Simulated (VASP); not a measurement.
Input of a VASP 6.6.1 run:

The input INCAR:

```
SYSTEM = NbTe2
ALGO = Normal
EDIFF = 1E-6
ENCUT = 520
ISIF = 2
ISMEAR = -1
LASPH = .TRUE.
LCHARG = .FALSE.
LREAL = .FALSE.
LWAVE = .FALSE.
NBANDS = 20
NELM = 80
PREC = Accurate
SIGMA = 0.1
```

Contents of KPOINTS:

```
k-points
0
G
  9 9 4
  0 0 0
```

POSCAR

```
NbTe2
1.0
    3.7204640800      0.0000000000      0.0000000000
   -1.8602320400      3.2220164100      0.0000000000
    0.0000000000      0.0000000000      7.1482664700
Nb Te
1 2
Direct
    0.0000000000      0.0000000000      0.0000000000
    0.6666666667      0.3333333333      0.7456322300
    0.3333333333      0.6666666667      0.2543677700
```

Potentials or basis: VASP PAW LDA potentials, release 64 (Nb_sv, Te).

Run with:

```console
$ cat potpaw_LDA.64/Nb_sv/POTCAR potpaw_LDA.64/Te/POTCAR > POTCAR
$ mpirun -np 1 vasp_std > vasp.out
```

(1) Estimate the pressure.

(2) Estimate the largest force.

## Answers

(1) -5.0 GPa.

(2) 0.299 eV/Å.

Caveat: the cell stands under tension.
